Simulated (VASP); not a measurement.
# Mn (P6_3/mmc) in VASP: further runs

Runs on Mn. Level: RPBE. Tasks: single point.

Everything below comes from runs of VASP 6.6.1. Logs are shortened: lines on timing, memory, paths and dates and some standing lists are left out, and cuts for length are marked.

**1. The cell of the first run**

The structure is hexagonal, space group P6_3/mmc (No. 194). The conventional cell has a = 2.439 Å, b = 2.439 Å, c = 7.925 Å, α = 90.00°, β = 90.00°, γ = 120.00°. Mn (site symmetry -3m) has 12 Mn at 2.43 to 2.44 Å within 3.2 Å. Mn (site symmetry -6m2) has 12 Mn at 2.43 to 2.44 Å within 3.2 Å.

This isn't the form of Mn at room conditions, which is a 58-atom cubic cell.

**2. Single point, RPBE, collinear spin, ferrimagnetic start (10.21 Å³/atom)**

Input file INCAR:

```
SYSTEM = Mn
PREC = Accurate
ENCUT = 520
EDIFF = 1E-7
ISMEAR = -1
SIGMA = 0.05
LREAL = .FALSE.
LASPH = .TRUE.
NELM = 150
ALGO = Normal
ISIF = 2
LWAVE = .FALSE.
LCHARG = .FALSE.
ISPIN = 2
MAGMOM = 0.929 0.929 -0.848 -0.848
LORBIT = 11
LMAXMIX = 4
GGA = RP
NBANDS = 38
```

Input file KPOINTS:

```
Automatic mesh
0
G
  16 16 5
  0 0 0
```

Input file POSCAR:

```
Mn
1.0
    2.4394618674      0.0000000000      0.0000000000
   -1.2197309337      2.1126359488      0.0000000000
    0.0000000000      0.0000000000      7.9250654032
Mn
4
Direct
    1.0000000000      1.0000000000      0.0000000000
    1.0000000000      1.0000000000      0.5000000000
    0.3333333333      0.6666666667      0.2500000000
    0.6666666667      0.3333333333      0.7500000000
```

Potentials or basis: VASP PAW PBE potentials, release 64 (Mn_pv).

Command:

```console
cat potpaw_PBE.64/Mn_pv/POTCAR > POTCAR
mpirun -np 1 vasp_std > vasp.out
```

OUTCAR:

```text
SYSTEM = Mn
   PREC = Accurate
   ENCUT = 520
   EDIFF = 1E-7
   ISMEAR = -1
   LREAL = .FALSE.
   LASPH = .TRUE.
   NELM = 150
   ISIF = 2
   ISPIN = 2
   LORBIT = 11
   GGA = RP

 ion  position               nearest neighbor table
   1  0.000  0.000  0.000-   3 2.43   4 2.43   4 2.43   3 2.43   4 2.43   3 2.43
   2  0.000  0.000  0.500-   3 2.43   4 2.43   4 2.43   3 2.43   4 2.43   3 2.43
   3  0.333  0.667  0.250-   1 2.43   2 2.43   1 2.43   2 2.43   1 2.43   2 2.43
   4  0.667  0.333  0.750-   1 2.43   2 2.43   1 2.43   2 2.43   1 2.43   2 2.43

  LATTYP: Found a hexagonal cell.
 ALAT       =     2.4394618674
 C/A-ratio  =     3.2486941112

  Lattice vectors:

 A1 = (   2.4394618674,   0.0000000000,   0.0000000000)
 A2 = (  -1.2197309337,   2.1126359488,   0.0000000000)
 A3 = (   0.0000000000,   0.0000000000,   7.9250654032)

Analysis of symmetry for initial positions (statically):
=====================================================================
 Subroutine PRICEL returns:
 Original cell was already a primitive cell.

 Routine SETGRP: Setting up the symmetry group for a
 hexagonal supercell.

 Subroutine GETGRP returns: Found 24 space group operations
 (whereof 12 operations were pure point group operations)
 out of a pool of 24 trial point group operations.

The static configuration has the point symmetry D_3d.
 The point group associated with its full space group is D_6h.

Analysis of symmetry for dynamics (positions and initial velocities):
=====================================================================
 Subroutine PRICEL returns:
 Original cell was already a primitive cell.

 Routine SETGRP: Setting up the symmetry group for a
 hexagonal supercell.

 Subroutine GETGRP returns: Found 24 space group operations
 (whereof 12 operations were pure point group operations)
 out of a pool of 24 trial point group operations.

The dynamic configuration has the point symmetry D_3d.
 The point group associated with its full space group is D_6h.

Analysis of structural, dynamic, and magnetic symmetry:
=====================================================================
 Subroutine PRICEL returns:
 Original cell was already a primitive cell.

 Routine SETGRP: Setting up the symmetry group for a
 hexagonal supercell.

 Subroutine GETGRP returns: Found 24 space group operations
 (whereof 12 operations were pure point group operations)
 out of a pool of 24 trial point group operations.

The overall configuration has the point symmetry D_3d.
 The point group associated with its full space group is D_6h.

 Subroutine INISYM returns: Found 24 space group operations
 (whereof 12 operations are pure point group operations),
 and found     1 'primitive' translations

----------------------------------------------------------------------------------------

                                     Primitive cell

  volume of cell :      40.8434

  direct lattice vectors                    reciprocal lattice vectors
     2.439461867  0.000000000  0.000000000     0.409926473  0.236671160  0.000000000
    -1.219730934  2.112635949  0.000000000     0.000000000  0.473342319  0.000000000
     0.000000000  0.000000000  7.925065403     0.000000000  0.000000000  0.126181924

  length of vectors
     2.439461867  2.439461867  7.925065403     0.473342319  0.473342319  0.126181924

  position of ions in fractional coordinates (direct lattice)
     0.000000000  0.000000000  0.000000000
     0.000000000  0.000000000  0.500000000
     0.333333333  0.666666667  0.250000000
     0.666666667  0.333333333  0.750000000

  ion indices of the primitive-cell ions
   primitive index   ion index
                 1           1
                 2           2
                 3           3
                 4           4

----------------------------------------------------------------------------------------

 KPOINTS: Automatic mesh

Automatic generation of k-mesh.
 Grid dimensions read from file:
 generate k-points for:   16   16    5

 Generating k-lattice:

  Cartesian coordinates                     Fractional coordinates (reciprocal lattice)
     0.025620405  0.014791947  0.000000000     0.062500000  0.000000000  0.000000000
     0.000000000  0.029583895  0.000000000     0.000000000  0.062500000  0.000000000
     0.000000000  0.000000000  0.025236385     0.000000000  0.000000000  0.200000000

  Length of vectors
     0.029583895  0.029583895  0.025236385

  Shift w.r.t. Gamma in fractional coordinates (k-lattice)
     0.000000000  0.000000000  0.000000000

 Subroutine IBZKPT returns following result:
 ===========================================

 Found     90 irreducible k-points:

 Following reciprocal coordinates:
            Coordinates               Weight
  0.000000  0.000000  0.000000      1.000000
  0.062500 -0.000000  0.000000      6.000000
  0.125000 -0.000000  0.000000      6.000000
  0.187500 -0.000000  0.000000      6.000000
  0.250000 -0.000000  0.000000      6.000000
  0.312500  0.000000  0.000000      6.000000
[... 16 lines left out ...]
  0.187500  0.187500  0.000000      6.000000
  0.250000  0.187500  0.000000     12.000000
 [... further k-points ...]
   k-points           NKPTS =     90   k-points in BZ     NKDIM =     90   number of bands    NBANDS=     38
   number of dos      NEDOS =    301   number of ions     NIONS =      4
   total plane-waves  NPLWV =  19440
   dimension x,y,z NGX =    18 NGY =   18 NGZ =   60
   dimension x,y,z NGXF=    36 NGYF=   36 NGZF=  120
   ions per type =               4
   NGX,Y,Z   is equivalent  to a cutoff of  12.27, 12.27, 12.59 a.u.
   NGXF,Y,Z  is equivalent  to a cutoff of  24.53, 24.53, 25.17 a.u.
 SYSTEM =  Mn
   PREC   = accura    normal or accurate (medium, high low for compatibility)
   ISTART =      0    job   : 0-new  1-cont  2-samecut
   ICHARG =      2    charge: 1-file 2-atom 10-const
   ISPIN  =      2    spin polarized calculation?
   LNONCOLLINEAR =      F non collinear calculations
   LSORBIT =      F    spin-orbit coupling
   LASPH  =      T    aspherical Exc in radial PAW
   ENCUT  =  520.0 eV  38.22 Ry    6.18 a.u.   4.54  4.54 14.74*2*pi/ulx,y,z
   NELM   =    150;   NELMIN=  2; NELMDL= -5     # of ELM steps
   EDIFF  = 0.1E-06   stopping-criterion for ELM
   LREAL  =      F    real-space projection
   EDIFFG = 0.1E-05   stopping-criterion for IOM
   NSW    =      0    number of steps for IOM
   IBRION =     -1    ionic relax: 0-MD 1-quasi-New 2-CG
   NFREE  =      0    steps in history (QN), initial steepest desc. (CG)
   ISIF   =      2    stress and relaxation
   ISYM   =      2    0-nonsym 1-usesym 2-fastsym
   POTIM  = 0.5000    time-step for ionic-motion
   TEBEG  =    0.0;   TEEND  =   0.0 temperature during run
   PSTRESS=    0.0 pullay stress
   NELECT =      52.0000    total number of electrons
   NUPDOWN=      -1.0000    fix difference up-down
   EMIN   =  10.00;   EMAX   =-10.00  energy-range for DOS
   EFERMI =   0.00;   METHOD = LEGACY
   ISMEAR =    -1;   SIGMA  =   0.05  broadening in eV -4-tet -1-fermi 0-gaus
   EFERMI_NEDOS =   21; number of points for ismear=-14 and -15
   IALGO  =     38    algorithm
   IMIX   =      4    mixing-type and parameters
     AMIX     =   0.40;   BMIX     =  1.00
     AMIX_MAG =   1.60;   BMIX_MAG =  1.00
  volume/ion in A,a.u.               =      10.21        68.91
  Fermi-wavevector in a.u.,A,eV,Ry     =   1.774334  3.353005 42.834704  3.148262
  Thomas-Fermi vector in A             =   2.840348
   LORBIT       =     11    0 simple, 1 ext, 2 COOP (PROOUT), +10 PAW based schemes
   GGA     = RP    functional components
   LHFCALC =     F    Hartree Fock is set to
   AEXX    =    0.0000 exact exchange contribution
   IVDW    =     0    specifies the selected vdW correction
   LEPSILON=     F    determine dielectric tensor
   LRPA    =     F    only Hartree local field effects (RPA)
 spin polarized calculation
  energy-cutoff  :      520.00
  volume of cell :       40.84
 maximum number of plane-waves:      1129
   NGX =  9   NGY =  9   NGZ = 29

 number of electron      52.0000032 magnetization       0.0020617

 number of electron      52.0000032 magnetization      -0.0006853

 Free energy of the ion-electron system (eV)
  ---------------------------------------------------
  ext. energy  EPLUGINS =         0.00000000
  ---------------------------------------------------
  free energy    TOTEN  =       -33.41628405 eV

  energy without entropy =      -33.37775439  energy(sigma->0) =      -33.39701922

 E-fermi :  11.2925     XC(G=0): -14.2108

 val. band max:       11.2866483229   @ k =   0.1250   0.0625   0.2000
 cond. band min:      11.2965731492   @ k =   0.2500  -0.0000   0.2000
 fundamental gap:      0.0099248263
 Fermi energy:        11.2925476570

 spin component 1

 k-point     1 :       0.0000    0.0000    0.0000
  band No.  band energies     occupation
      1     -37.2194      1.00000
      2     -36.8169      1.00000
      3     -36.7329      1.00000
      4     -36.4232      1.00000
      5     -36.4232      1.00000
      6     -36.3672      1.00000
[... 30 lines left out ...]
     37      21.0703      0.00000
     38      28.4250      0.00000
[... 941 lines left out ...]
     37      21.4157      0.00000
     38      23.5103      0.00000

 [... further k-points ...]

 spin component 2

 k-point     1 :       0.0000    0.0000    0.0000
  band No.  band energies     occupation
      1     -37.2193      1.00000
      2     -36.8145      1.00000
      3     -36.7357      1.00000
      4     -36.4235      1.00000
      5     -36.4235      1.00000
      6     -36.3695      1.00000
[... 30 lines left out ...]
     37      21.0703      0.00000
     38      28.4251      0.00000
[... 941 lines left out ...]
     37      21.4157      0.00000
     38      23.5103      0.00000

 [... further k-points ...]

------------------------ aborting loop because EDIFF is reached ----------------------------------------

  FORCE on cell =-STRESS in cart. coord.  units (eV):
  Direction    XX          YY          ZZ          XY          YZ          ZX
  --------------------------------------------------------------------------------------
  -------------------------------------------------------------------------------------
  Total        5.4997128      5.4997128      4.9247539      0.0000000      0.0000000      0.0000000
  in kB      215.7391890    215.7391890    193.1850707      0.0000000      0.0000000      0.0000000
  external PRESSURE =     208.2211496 kB  Pullay stress =       0.0000000 kB

 VOLUME and BASIS-vectors are now :
 -----------------------------------------------------------------------------
  energy-cutoff  :      520.00
  volume of cell :       40.84
      direct lattice vectors                 reciprocal lattice vectors
     2.439461867  0.000000000  0.000000000     0.409926473  0.236671160  0.000000000
    -1.219730934  2.112635949  0.000000000     0.000000000  0.473342319  0.000000000
     0.000000000  0.000000000  7.925065403     0.000000000  0.000000000  0.126181924

 POSITION                                       TOTAL-FORCE (eV/Angst)
 -----------------------------------------------------------------------------------
      0.00000      0.00000      0.00000         0.000000      0.000000      0.000000
      0.00000      0.00000      3.96253         0.000000      0.000000      0.000000
     -0.00000      1.40842      1.98127        -0.000000      0.000000     -0.000000
      1.21973      0.70421      5.94380         0.000000     -0.000000     -0.000000
 -----------------------------------------------------------------------------------
    total drift:                                0.000000     -0.000000      0.000000

  FREE ENERGIE OF THE ION-ELECTRON SYSTEM (eV)
  ---------------------------------------------------
  free  energy   TOTEN  =       -33.4162840455 eV

  energy  without entropy=      -33.3777543947  energy(sigma->0) =      -33.39701922

 total charge

# of ion       s       p       d       tot
------------------------------------------
    1        0.448   6.433   5.209  12.090
    2        0.448   6.433   5.209  12.090
    3        0.448   6.435   5.197  12.079
    4        0.448   6.435   5.197  12.079
--------------------------------------------------
tot          1.791  25.737  20.812  48.340

 magnetization (x)

# of ion       s       p       d       tot
------------------------------------------
    1       -0.000  -0.000  -0.002  -0.002
    2       -0.000  -0.000  -0.002  -0.002
    3        0.000   0.000   0.002   0.002
    4        0.000   0.000   0.002   0.002
--------------------------------------------------
tot         -0.000   0.000  -0.001  -0.001
```

Wall time 12 min (1 thread of Oxide Virtual Turin-like, shared host); peak memory 0.26 GiB.

Results:

```
Free energy                                           : -33.4163 eV
Pressure                                              : 20.8 GPa
Band gap on the k mesh                                : zero (filled and empty bands overlap)
Net moment                                            : 0.00 μB per cell
Valence electrons inside the program's atomic spheres : Mn 12.09, 12.08 (each value once)
```

Levels at points of the mesh, in eV from the Fermi level:
Spin up:
```tsv
k point	band 23	band 24	band 25	band 26	band 27	band 28	band 29	band 30
(0.00, 0.00, 0.00)	-1.13	-0.82	-0.82	-0.75	-0.75	0.29	0.29	0.68
(0.50, 0.00, 0.00)	-0.61	0.13	0.15	1.44	1.89	1.91	1.97	2.02
```
Spin down:
```tsv
k point	band 24	band 25	band 26	band 27	band 28	band 29
(0.00, 0.00, 0.00)	-0.82	-0.82	-0.75	-0.75	0.29	0.29
(0.50, 0.00, 0.00)	0.14	0.14	1.44	1.89	1.91	1.97
```

Caveat: the cell stands under pressure; the moments typed at the start vanished in this run; the PAW data sets were made with another functional, which shifts forces and pressure a little.

**3. Single point, RPBE, collinear spin, ferrimagnetic start (10.65 Å³/atom)**

This run uses another cell than the first one, of 10.65 Å³/atom.

Input file INCAR:

```
PREC = Accurate ; ENCUT = 520
EDIFF = 1E-6 ; ISMEAR = -1
SIGMA = 0.05 ; LREAL = F
LASPH = T ; NELM = 150
ALGO = Normal ; ISIF = 2
LWAVE = F ; LCHARG = F
ISPIN = 2 ; MAGMOM = 0.929 0.929 -0.848 -0.848
LORBIT = 11 ; LMAXMIX = 4
GGA = RP ; NBANDS = 38
```

Input file KPOINTS:

```
regular mesh
0
Gamma
  16 16 5
```

Input file POSCAR:

```
Mn
1.0
    2.4743160316      0.0000000000      0.0000000000
   -1.2371580158      2.1428205404      0.0000000000
    0.0000000000      0.0000000000      8.0382959213
Mn
4
Direct
    1.0000000000      1.0000000000      0.0000000000
    1.0000000000      1.0000000000      0.5000000000
    0.3333333333      0.6666666667      0.2500000000
    0.6666666667      0.3333333333      0.7500000000
```

Potentials or basis: VASP PAW PBE potentials, release 64 (Mn_pv).

Command:

```console
cat potpaw_PBE.64/Mn_pv/POTCAR > POTCAR
mpirun -np 1 vasp_std > vasp.out
```

Wall time 10 min (1 thread of Oxide Virtual Turin-like, shared host); peak memory 0.26 GiB.

Results (log left out):

| Item | Value |
| --- | --- |
| Free energy | -33.5771 eV |
| Pressure | 9.2 GPa |
| Net moment | 0.14 μB per cell |
| Site moments | Mn +0.65, -0.57 (each value once) μB |
| Valence electrons inside the program's atomic spheres | Mn 12.00, 11.99 (each value once) |

Stress tensor (GPa, compression positive):
```
9.69 0.00 0.00
0.00 9.69 0.00
0.00 0.00 8.27
```

Levels at points of the mesh, in eV from the Fermi level:
Spin up:
```tsv
k point	band 24	band 25	band 26	band 27	band 28	band 29
(0.00, 0.00, 0.00)	-0.81	-0.81	-0.54	-0.54	0.02	0.02
(0.50, 0.00, 0.00)	-0.24	0.50	1.39	1.55	1.59	1.78
```
Spin down:
```tsv
k point	band 22	band 23	band 24	band 25	band 26	band 27	band 28	band 29	band 30	band 31
(0.00, 0.00, 0.00)	-1.04	-1.04	-0.99	-0.99	-0.49	-0.49	0.38	0.38	0.45	0.45
(0.50, 0.00, 0.00)	-1.23	-0.50	-0.20	0.55	1.28	1.66	1.67	1.98	1.99	1.99
```

Caveat: the cell stands under pressure; the PAW data sets were made with another functional, which shifts forces and pressure a little.
